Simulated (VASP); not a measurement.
# Si6SnO16 (a cell with a defect): single point with PBE

System: Si6SnO16 (a cell with a defect).

```
Si Sn O
1.0
    -4.17380   -4.17380    0.00000
     4.17380   -4.17380    0.00000
     0.00000    0.00000    5.33260
Si Sn O
6 1 16
Direct
  0.50414 0.49439 0.01346
  0.50535 0.49745 0.49943
  0.99668 0.00894 0.00689
  0.50859 0.99710 0.25133
  0.99797 0.00541 0.49043
  0.48584 0.99856 0.75137
  0.05535 0.51130 0.76796
  0.22185 0.48229 0.09041
  0.97940 0.19464 0.25046
  0.77403 0.49347 0.95763
  0.98595 0.81481 0.24606
  0.22025 0.50092 0.43516
  0.01104 0.18686 0.74922
  0.77883 0.50485 0.54995
  0.00530 0.83027 0.75029
  0.68883 0.99919 0.98816
  0.53209 0.69623 0.25242
  0.30476 0.00038 0.01297
  0.53699 0.29737 0.25750
  0.68937 0.99583 0.51371
  0.44884 0.69027 0.75709
  0.30480 0.99858 0.48921
  0.45598 0.30307 0.75390
```

```json
{
  "Program": "VASP 6.6.1",
  "Task": "single point",
  "Functional": "PBE",
  "Potentials or basis": "VASP PAW PBE potentials, release 64 (Si, Sn_d, O)",
  "Cutoff": "520 eV",
  "k mesh": "2 × 2 × 3",
  "Occupations": "gaussian, width 0.05 eV",
  "Spin": "no spin polarisation",
  "Dipole correction": "no",
  "Further INCAR settings": "LREAL = Auto; ALGO = Normal; EDIFF = 1e-06; NBANDS = 84"
}
```

```json
{
  "Pressure": "29.1 GPa",
  "Largest force": "0.821 eV/Å",
  "Band gap on the k mesh": "zero (bands 67 and 68 overlap by 0.07 eV)"
}
```

Forces in eV/Å, atoms in the order of the input:
```
Si   0.074 -0.039 -0.021
Si  -0.010 -0.057  0.004
Si  -0.114  0.070 -0.069
Si   0.035  0.020  0.038
Si  -0.036  0.039  0.202
Si  -0.071 -0.010  0.020
Sn  -0.195  0.280 -0.747
O    0.330 -0.120 -0.431
O   -0.101 -0.043  0.021
O   -0.001 -0.239  0.666
O    0.001  0.029  0.203
O    0.003 -0.003  0.234
O   -0.104  0.295 -0.029
O   -0.026 -0.079 -0.441
O   -0.050  0.032  0.073
O   -0.026 -0.033  0.106
O    0.211  0.064  0.066
O    0.049  0.034  0.012
O    0.181  0.186  0.007
O    0.016 -0.063  0.009
O   -0.094 -0.233 -0.022
O    0.051  0.005  0.081
O   -0.123 -0.133  0.017
```

Stress tensor (GPa, compression positive):
```
34.07  0.90 -0.73
 0.90 33.23  0.13
-0.73  0.13 20.10
```

Levels at points of the mesh, in eV from the Fermi level:
```tsv
k point	band 65	band 66	band 67	band 68	band 69	band 70
(0.00, 0.00, 0.00)	-0.33	0.00	0.04	0.32	0.37	4.96
(0.50, 0.00, 0.00)	-0.51	-0.23	-0.21	0.19	0.50	5.07
(0.00, 0.50, 0.00)	-0.47	-0.37	-0.23	0.03	0.37	5.88
(0.50, 0.50, 0.00)	-0.32	-0.27	-0.19	-0.03	0.49	5.78
```

Wall time 4.1 min on 1 thread of AMD EPYC 7R43 64-Core Processor (Zen 3), with other jobs on the host, peak memory 0.29 GiB.

Caveat: the k points lie up to 0.53 Å⁻¹ apart; spin-orbit coupling is left out, which moves the levels of the heavy elements.
